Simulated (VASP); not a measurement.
# Be (P6_3/mmc) in VASP: notebook

The runs below take Be through single point, relaxation of cell and atoms, with r2SCAN.

Program: VASP 6.6.1. These are calculated values, not measurements. Logs are shortened: lines on timing, memory, paths and dates and some standing lists are left out, and cuts for length are marked.

## (1) The cell of the first run

Symmetry: P6_3/mmc, No. 194, hexagonal system. Conventional cell: a = 2.265 Å, b = 2.265 Å, c = 3.560 Å, α = 90.00°, β = 90.00°, γ = 120.00°. Within 2.9 Å of Be (site symmetry -6m2) lie 12 Be at 2.21 to 2.27 Å.

## (2) Single point, r2SCAN

POSCAR

```
Be
1.0
    2.2654699100      0.0000000000      0.0000000000
   -1.1327349550      1.9619544935      0.0000000000
    0.0000000000      0.0000000000      3.5598528236
Be
2
Direct
    0.3333333333      0.6666666667      0.2500000000
    0.6666666667      0.3333333333      0.7500000000
```

INCAR.step1

```
SYSTEM = Be
PREC = Accurate
ENCUT = 520
ISMEAR = -1
SIGMA = 0.1
LREAL = .False.
LASPH = .True.
NELM = 100
NBANDS = 9
GGA = PE
ALGO = Normal
EDIFF = 1E-4
LWAVE = .True.
LCHARG = .False.
```

INCAR.step2

```
SYSTEM = Be
PREC = Accurate
ENCUT = 520
EDIFF = 1E-6
ISMEAR = -1
SIGMA = 0.1
LREAL = .False.
LASPH = .True.
NELM = 100
ALGO = Normal
ISIF = 2
LWAVE = .False.
LCHARG = .False.
METAGGA = R2SCAN
LMIXTAU = .True.
NBANDS = 9
ISTART = 1
```

KPOINTS

```
regular mesh
0
Gamma
  20 20 11
  0 0 0
```

Potentials or basis: VASP PAW PBE potentials, release 64 (Be).

Command:

```sh
cat potpaw_PBE.64/Be/POTCAR > POTCAR
cp INCAR.step1 INCAR
mpirun -np 1 vasp_std > vasp.out
cp INCAR.step2 INCAR
mpirun -np 1 vasp_std > vasp.out
```

OUTCAR:

```text
SYSTEM = Be
   PREC = Accurate
   ENCUT = 520
   EDIFF = 1E-6
   ISMEAR = -1
   LREAL = .False.
   LASPH = .True.
   NELM = 100
   ISIF = 2
   METAGGA = R2SCAN
   ISTART = 1

 ion  position               nearest neighbor table
   1  0.333  0.667  0.250-   2 2.21   2 2.21   2 2.21   2 2.21   2 2.21   2 2.21
   2  0.667  0.333  0.750-   1 2.21   1 2.21   1 2.21   1 2.21   1 2.21   1 2.21

  LATTYP: Found a hexagonal cell.
 ALAT       =     2.2654699100
 C/A-ratio  =     1.5713529488

  Lattice vectors:

 A1 = (   2.2654699100,   0.0000000000,   0.0000000000)
 A2 = (  -1.1327349550,   1.9619544935,   0.0000000000)
 A3 = (   0.0000000000,   0.0000000000,   3.5598528236)

Analysis of symmetry for initial positions (statically):
=====================================================================
 Subroutine PRICEL returns:
 Original cell was already a primitive cell.

 Routine SETGRP: Setting up the symmetry group for a
 hexagonal supercell.

 Subroutine GETGRP returns: Found 24 space group operations
 (whereof 12 operations were pure point group operations)
 out of a pool of 24 trial point group operations.

The static configuration has the point symmetry D_3d.
 The point group associated with its full space group is D_6h.

Analysis of symmetry for dynamics (positions and initial velocities):
=====================================================================
 Subroutine PRICEL returns:
 Original cell was already a primitive cell.

 Routine SETGRP: Setting up the symmetry group for a
 hexagonal supercell.

 Subroutine GETGRP returns: Found 24 space group operations
 (whereof 12 operations were pure point group operations)
 out of a pool of 24 trial point group operations.

The dynamic configuration has the point symmetry D_3d.
 The point group associated with its full space group is D_6h.

 Subroutine INISYM returns: Found 24 space group operations
 (whereof 12 operations are pure point group operations),
 and found     1 'primitive' translations

----------------------------------------------------------------------------------------

                                     Primitive cell

  volume of cell :      15.8227

  direct lattice vectors                    reciprocal lattice vectors
     2.265469910  0.000000000  0.000000000     0.441409526  0.254847909  0.000000000
    -1.132734955  1.961954493  0.000000000     0.000000000  0.509695818  0.000000000
     0.000000000  0.000000000  3.559852824     0.000000000  0.000000000  0.280910490

  length of vectors
     2.265469910  2.265469910  3.559852824     0.509695818  0.509695818  0.280910490

  position of ions in fractional coordinates (direct lattice)
     0.333333333  0.666666667  0.250000000
     0.666666667  0.333333333  0.750000000

  ion indices of the primitive-cell ions
   primitive index   ion index
                 1           1
                 2           2

----------------------------------------------------------------------------------------

 KPOINTS: regular mesh

Automatic generation of k-mesh.
 Grid dimensions read from file:
 generate k-points for:   20   20   11

 Generating k-lattice:

  Cartesian coordinates                     Fractional coordinates (reciprocal lattice)
     0.022070476  0.012742395  0.000000000     0.050000000  0.000000000  0.000000000
     0.000000000  0.025484791  0.000000000     0.000000000  0.050000000  0.000000000
     0.000000000  0.000000000  0.025537317     0.000000000  0.000000000  0.090909091

  Length of vectors
     0.025484791  0.025484791  0.025537317

  Shift w.r.t. Gamma in fractional coordinates (k-lattice)
     0.000000000  0.000000000  0.000000000

 Subroutine IBZKPT returns following result:
 ===========================================

 Found    264 irreducible k-points:

 Following reciprocal coordinates:
            Coordinates               Weight
  0.000000  0.000000  0.000000      1.000000
  0.050000  0.000000  0.000000      6.000000
  0.100000  0.000000  0.000000      6.000000
  0.150000  0.000000  0.000000      6.000000
  0.200000  0.000000  0.000000      6.000000
  0.250000 -0.000000  0.000000      6.000000
[... 16 lines left out ...]
  0.200000  0.100000  0.000000     12.000000
  0.250000  0.100000  0.000000     12.000000
 [... further k-points ...]
   k-points           NKPTS =    264   k-points in BZ     NKDIM =    264   number of bands    NBANDS=      9
   number of dos      NEDOS =    301   number of ions     NIONS =      2
   total plane-waves  NPLWV =   9072
   dimension x,y,z NGX =    18 NGY =   18 NGZ =   28
   dimension x,y,z NGXF=    36 NGYF=   36 NGZF=   56
   ions per type =               2
   NGX,Y,Z   is equivalent  to a cutoff of  13.21, 13.21, 13.08 a.u.
   NGXF,Y,Z  is equivalent  to a cutoff of  26.42, 26.42, 26.15 a.u.
 SYSTEM =  Be
   PREC   = accura    normal or accurate (medium, high low for compatibility)
   ISTART =      1    job   : 0-new  1-cont  2-samecut
   ICHARG =      0    charge: 1-file 2-atom 10-const
   ISPIN  =      1    spin polarized calculation?
   LNONCOLLINEAR =      F non collinear calculations
   LSORBIT =      F    spin-orbit coupling
   LASPH  =      T    aspherical Exc in radial PAW
   ENCUT  =  520.0 eV  38.22 Ry    6.18 a.u.   4.21  4.21  6.62*2*pi/ulx,y,z
   NELM   =    100;   NELMIN=  2; NELMDL=  0     # of ELM steps
   EDIFF  = 0.1E-05   stopping-criterion for ELM
   LREAL  =      F    real-space projection
   EDIFFG = 0.1E-04   stopping-criterion for IOM
   NSW    =      0    number of steps for IOM
   IBRION =     -1    ionic relax: 0-MD 1-quasi-New 2-CG
   NFREE  =      0    steps in history (QN), initial steepest desc. (CG)
   ISIF   =      2    stress and relaxation
   ISYM   =      2    0-nonsym 1-usesym 2-fastsym
   POTIM  = 0.5000    time-step for ionic-motion
   TEBEG  =    0.0;   TEEND  =   0.0 temperature during run
   PSTRESS=    0.0 pullay stress
   NELECT =       4.0000    total number of electrons
   NUPDOWN=      -1.0000    fix difference up-down
   EMIN   =  10.00;   EMAX   =-10.00  energy-range for DOS
   EFERMI =   0.00;   METHOD = LEGACY
   ISMEAR =    -1;   SIGMA  =   0.10  broadening in eV -4-tet -1-fermi 0-gaus
   EFERMI_NEDOS =   21; number of points for ismear=-14 and -15
   IALGO  =     38    algorithm
   IMIX   =      4    mixing-type and parameters
     AMIX     =   0.40;   BMIX     =  1.00
     AMIX_MAG =   1.60;   BMIX_MAG =  1.00
  volume/ion in A,a.u.               =       7.91        53.39
  Fermi-wavevector in a.u.,A,eV,Ry     =   1.035146  1.956143 14.579022  1.071528
  Thomas-Fermi vector in A             =   2.169476
   LORBIT       =      0    0 simple, 1 ext, 2 COOP (PROOUT), +10 PAW based schemes
   METAGGA = R2SCAN    functional components
   LHFCALC =     F    Hartree Fock is set to
   AEXX    =    0.0000 exact exchange contribution
   IVDW    =     0    specifies the selected vdW correction
   LEPSILON=     F    determine dielectric tensor
   LRPA    =     F    only Hartree local field effects (RPA)
 non-spin polarized calculation
  energy-cutoff  :      520.00
  volume of cell :       15.82
 maximum number of plane-waves:       440
 NGX is ok and might be reduce to    18
   NGX =  9   NGY =  9   NGZ = 13

 number of electron       4.0000000 magnetization

 Free energy of the ion-electron system (eV)
  ---------------------------------------------------
  ext. energy  EPLUGINS =         0.00000000
  ---------------------------------------------------
  free energy    TOTEN  =        -8.68317452 eV

  energy without entropy =       -8.67886671  energy(sigma->0) =       -8.68102062

 E-fermi :   7.0574     XC(G=0): -11.2585

 val. band max:        7.0529338100   @ k =   0.3000   0.3000   0.2727
 cond. band min:       7.1446472303   @ k =   0.2000   0.2000   0.0000
 fundamental gap:      0.0917134203
 Fermi energy:         7.0573698053

 k-point     1 :       0.0000    0.0000    0.0000
  band No.  band energies     occupation
      1      -5.1133      2.00000
      2       2.3945      2.00000
      3       8.2195      0.00002
      4      24.4040      0.00000
      5      24.4040      0.00000
      6      27.4470      0.00000
      7      27.4471      0.00000
      8      29.8427      0.00000
      9      35.5529      0.00000

 k-point     2 :       0.0500    0.0000    0.0000
  band No.  band energies     occupation
      1      -5.0357      2.00000
      2       2.4946      2.00000
      3       8.2457      0.00001
      4      23.7133      0.00000
      5      23.8821      0.00000
      6      27.4578      0.00000
      7      27.7608      0.00000
      8      29.6913      0.00000
      9      34.3020      0.00000

 k-point     3 :       0.1000    0.0000    0.0000
  band No.  band energies     occupation
      1      -4.8029      2.00000
      2       2.7947      2.00000
      3       8.3203      0.00001
      4      22.0056      0.00000
      5      22.8105      0.00000
      6      27.4333      0.00000
      7      28.1475      0.00000
      8      29.1683      0.00000
      9      32.3036      0.00000

 k-point     4 :       0.1500    0.0000    0.0000
  band No.  band energies     occupation
      1      -4.4147      2.00000
      2       3.2941      2.00000
      3       8.4275      0.00000
      4      19.8588      0.00000
      5      21.6480      0.00000
      6      27.2702      0.00000
      7      28.0951      0.00000
      8      28.1348      0.00000
      9      30.1553      0.00000

 k-point     5 :       0.2000    0.0000    0.0000
  band No.  band energies     occupation
      1      -3.8712      2.00000
      2       3.9914      2.00000
      3       8.5250      0.00000
      4      17.6655      0.00000
      5      20.5519      0.00000
      6      26.3589      0.00000
      7      26.5292      0.00000
      8      27.7627      0.00000
      9      28.5605      0.00000

 k-point     6 :       0.2500   -0.0000    0.0000
  band No.  band energies     occupation
      1      -3.1730      2.00000
      2       4.8842      2.00000
      3       8.5086      0.00000
      4      15.7073      0.00000
      5      19.5829      0.00000
      6      24.1329      0.00000
      7      24.7931      0.00000
      8      27.2278      0.00000
      9      28.0713      0.00000
[... 169 lines left out ...]
 k-point    21 :       0.1000    0.1000    0.0000
  band No.  band energies     occupation
      1      -4.1814      2.00000
      2       3.5932      2.00000
      3       8.4930      0.00000
      4      19.3637      0.00000
      5      20.1793      0.00000
      6      27.3044      0.00000
      7      27.5560      0.00000
      8      27.6096      0.00000
      9      31.2984      0.00000

 k-point    22 :       0.1500    0.1000    0.0000
  band No.  band energies     occupation
      1      -3.6372      2.00000
      2       4.2897      2.00000
      3       8.5988      0.00000
      4      17.3336      0.00000
      5      19.0182      0.00000
      6      26.0374      0.00000
      7      26.5031      0.00000
      8      26.9781      0.00000
      9      30.6868      0.00000

 k-point    23 :       0.2000    0.1000    0.0000
  band No.  band energies     occupation
      1      -2.9377      2.00000
      2       5.1814      2.00000
      3       8.6217      0.00000
      4      15.3475      0.00000
      5      18.0324      0.00000
      6      24.0559      0.00000
      7      25.1016      0.00000
      8      26.4285      0.00000
      9      30.1618      0.00000

 k-point    24 :       0.2500    0.1000    0.0000
  band No.  band energies     occupation
      1      -2.0849      2.00000
      2       6.2636      1.99929
      3       8.3590      0.00000
      4      13.8023      0.00000
      5      17.1527      0.00000
      6      21.7945      0.00000
      7      23.5781      0.00000
      8      25.9064      0.00000
      9      29.2783      0.00000

 [... further k-points ...]
[... 5 lines left out ...]
  --------------------------------------------------------------------------------------
  -------------------------------------------------------------------------------------
  Total        0.0161522      0.0161522      0.0257028     -0.0000000      0.0000000      0.0000000
  in kB        1.6355501      1.6355501      2.6026291     -0.0000000      0.0000000      0.0000000
  external PRESSURE =       1.9579098 kB  Pullay stress =       0.0000000 kB

 VOLUME and BASIS-vectors are now :
 -----------------------------------------------------------------------------
  energy-cutoff  :      520.00
  volume of cell :       15.82
      direct lattice vectors                 reciprocal lattice vectors
     2.265469910  0.000000000  0.000000000     0.441409526  0.254847909  0.000000000
    -1.132734955  1.961954493  0.000000000     0.000000000  0.509695818  0.000000000
     0.000000000  0.000000000  3.559852824     0.000000000  0.000000000  0.280910490

 POSITION                                       TOTAL-FORCE (eV/Angst)
 -----------------------------------------------------------------------------------
     -0.00000      1.30797      0.88996        -0.000000     -0.000000      0.000000
      1.13273      0.65398      2.66989         0.000000      0.000000      0.000000
 -----------------------------------------------------------------------------------
    total drift:                                0.000000     -0.000000      0.000000

  FREE ENERGIE OF THE ION-ELECTRON SYSTEM (eV)
  ---------------------------------------------------
  free  energy   TOTEN  =        -8.6831745186 eV

  energy  without entropy=       -8.6788667124  energy(sigma->0) =       -8.68102062
```

Run time: 2.7 min. Hardware: 1 thread of Oxide Virtual Turin-like, shared host; peak memory 0.11 GiB.

Results:

| Property | Result |
| --- | --- |
| Free energy | -8.6832 eV |
| Pressure | 0.2 GPa |
| Band gap on the k mesh | zero (band 2 reaches 8.20 eV, above the bottom of band 3 at 6.68 eV) |

Stress tensor (GPa, compression positive):
```
0.16 0.00 0.00
0.00 0.16 0.00
0.00 0.00 0.26
```

Levels at points of the mesh, in eV from the Fermi level:
| k point | band 1 | band 2 | band 3 | band 4 | band 5 | band 6 | band 7 |
| --- | --- | --- | --- | --- | --- | --- | --- |
| (0.00, 0.00, 0.00) | -12.17 | -4.66 | 1.16 | 17.35 | 17.35 | 20.39 | 20.39 |
| (0.50, 0.00, 0.00) | -5.34 | -3.31 | 4.00 | 6.85 | 7.29 | 10.23 | 10.68 |

Caveat: the PAW data sets were made with another functional, which shifts forces and pressure a little.

## (3) Relaxation of cell and atoms, r2SCAN

This run uses another cell than the first one, of 8.11 Å³/atom, 1.025 times its volume.

POSCAR

```
Be
1.0
    2.2853000000      0.0000000000      0.0000000000
   -1.1426500000      1.9791278600      0.0000000000
    0.0000000000      0.0000000000      3.5842000000
Be
2
Direct
    0.3333333300      0.6666666700      0.2500000000
    0.6666666700      0.3333333300      0.7500000000
```

INCAR.step1

```
SYSTEM = Be
ALGO     = Normal         ! electronic algorithm
EDIFF    = 1E-4           ! SCF threshold, eV
ENCUT    = 600            ! plane-wave cutoff, eV
GGA      = PE             ! functional
ISMEAR   = -1             ! smearing method
LASPH    = .True.         ! aspherical terms in the spheres
LCHARG   = .False.        ! write CHGCAR
LREAL    = .False.        ! projectors in reciprocal space
LWAVE    = .True.         ! write WAVECAR
NELM     = 80             ! most SCF steps
PREC     = Accurate       ! precision mode
SIGMA    = 0.1            ! smearing width, eV
```

INCAR.step2

```
SYSTEM = Be
ALGO     = Normal         ! electronic algorithm
EDIFF    = 1E-7           ! SCF threshold, eV
EDIFFG   = -0.01          ! ionic threshold
ENCUT    = 600            ! plane-wave cutoff, eV
IBRION   = 2              ! ionic algorithm
ISIF     = 3              ! what is computed and relaxed
ISMEAR   = -1             ! smearing method
ISTART   = 1            
LASPH    = .True.         ! aspherical terms in the spheres
LCHARG   = .False.        ! write CHGCAR
LMIXTAU  = .True.       
LREAL    = .False.        ! projectors in reciprocal space
LWAVE    = .False.        ! write WAVECAR
METAGGA  = R2SCAN         ! meta-GGA
NELM     = 80             ! most SCF steps
NSW      = 60             ! ionic steps
PREC     = Accurate       ! precision mode
SIGMA    = 0.1            ! smearing width, eV
```

KPOINTS

```
k-points
0
Gamma
  20 20 11
  0 0 0
```

Potentials or basis: VASP PAW PBE potentials, release 64 (Be).

Command:

```sh
cat potpaw_PBE.64/Be/POTCAR > POTCAR
cp INCAR.step1 INCAR
mpirun -np 1 vasp_std > vasp.out
cp INCAR.step2 INCAR
mpirun -np 1 vasp_std > vasp.out
```

It took 6.2 min on 1 thread of Oxide Virtual Turin-like, shared host; peak memory 0.11 GiB.

It converged, with:

| Item | Value |
| --- | --- |
| Free energy | -8.6832 eV |
| Relaxed volume | 7.92 Å³/atom |
| Relaxed cell | a = 2.266 Å, b = 2.266 Å, c = 3.562 Å, α = 90.00°, β = 90.00°, γ = 120.00° |
| Space group after relaxing (to 0.05 Å) | P6_3/mmc (No. 194) |
| Energy gained by relaxing | 1.6 meV/atom |
| Ionic steps | 5 |
| Pressure after relaxing | 0.0 GPa |
| Band gap on the k mesh | zero (band 2 reaches 8.19 eV, above the bottom of band 3 at 6.67 eV) |

Step by step:
| step | energy change (eV) | largest force (eV/Å) | pressure (GPa) | volume (Å³) |
| --- | --- | --- | --- | --- |
| 1 | 0.0000 | 0.0000 | -2.71 | 16.21 |
| 2 | -0.0031 | 0.0000 | -0.34 | 15.89 |
| 3 | -0.0032 | 0.0000 | 0.00 | 15.85 |
| 4 | -0.0032 | 0.0000 | 0.05 | 15.84 |
| 5 | -0.0032 | 0.0000 | 0.04 | 15.84 |

Final structure:
```yaml
crystal:
  lattice:
    - [2.26630, 0.00000, 0.00000]
    - [-1.13315, 1.96267, 0.00000]
    - [0.00000, 0.00000, 3.56163]
  atoms:
    - { symbol: Be, position: [0.33333, 0.66667, 0.25000] }
    - { symbol: Be, position: [0.66667, 0.33333, 0.75000] }
```

Levels at points of the mesh, in eV from the Fermi level:
```csv
k point,band 1,band 2,band 3,band 4,band 5
"(0.00, 0.00, 0.00)",-12.16,-4.66,1.15,17.33,17.33
"(0.50, 0.00, 0.00)",-5.34,-3.31,3.99,6.84,7.28
```

Caveat: the PAW data sets were made with another functional, which shifts forces and pressure a little.
